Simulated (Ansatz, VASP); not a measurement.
## Two plane-wave programs on ZrB2

The input INCAR:

```
ALGO     = Normal         # electronic algorithm
EDIFF    = 1E-7           # SCF threshold, eV
EDIFFG   = -0.01          # ionic threshold
ENCUT    = 600            # plane-wave cutoff, eV
GGA      = PE             # functional
IBRION   = 2              # ionic algorithm
ISIF     = 3              # what is computed and relaxed
ISMEAR   = 1              # smearing method
LASPH    = T              # aspherical terms in the spheres
LCHARG   = F              # write CHGCAR
LREAL    = F              # projectors in reciprocal space
LWAVE    = F              # write WAVECAR
NELM     = 80             # most SCF steps
NSW      = 80             # ionic steps
PREC     = Accurate       # precision mode
SIGMA    = 0.02           # smearing width, eV
```

Contents of KPOINTS:

```
k-points
0
Gamma
  18 18 14
```

The input POSCAR:

```
ZrB2
1.0
    3.1700000000      0.0000000000      0.0000000000
   -1.5850000000      2.7453010000      0.0000000000
    0.0000000000      0.0000000000      3.5330000000
Zr B
1 2
Direct
    0.0000000000      0.0000000000      0.0000000000
    0.3333333333      0.6666666667      0.5000000000
    0.6666666667      0.3333333333      0.5000000000
```

Input for Ansatz:

```yaml
crystal:
  lattice:
    - [3.17, 0.0, 0.0]
    - [-1.585, 2.745301, 0.0]
    - [0.0, 0.0, 3.533]
  atoms:
    - { symbol: Zr, position: [0.0, 0.0, 0.0] }
    - { symbol: B, position: [0.3333333333333333, 0.6666666666666666, 0.5] }
    - { symbol: B, position: [0.6666666666666666, 0.3333333333333333, 0.5] }
basis:
  ecutwfc: 421.77648681281397
kpoints:
  mp_grid:
    grid: [18, 18, 14]
hamiltonian:
  xc: pbe
  pseudopotentials:
    kind: paw
scf:
  self_checks: high
  occupations:
    method: cold
    width: 0.02
relax:
  cell: {}
```

Alike in both runs: task relaxation of cell and atoms; functional PBE; k mesh 18 × 18 × 14; no spin polarisation.

|  | VASP | Ansatz |
| --- | --- | --- |
| version | VASP 6.6.1 | Ansatz 0.2.0 |
| potentials or method | VASP PAW PBE potentials, release 64 (Zr_sv, B), cutoff 600 eV | plane waves, PAW |
| occupations | methfessel-paxton of order 1, width 0.02 eV | cold, width 0.02 eV |
| valence electrons in the cell | 18 | 18 |

|  | VASP | Ansatz | Ansatz less VASP |
| --- | --- | --- | --- |
| gap on the k mesh at the Fermi level, each at its own relaxed structure (eV) | none | none | - |
| relaxed volume (Å³/atom) | 10.29 | 10.28 | -0.006 |
| relaxed cell length with the largest relative difference (Å) | 3.542 | 3.541 | -0.0012 |

A gap of «none» marks a metal or a gap that the smearing closes.
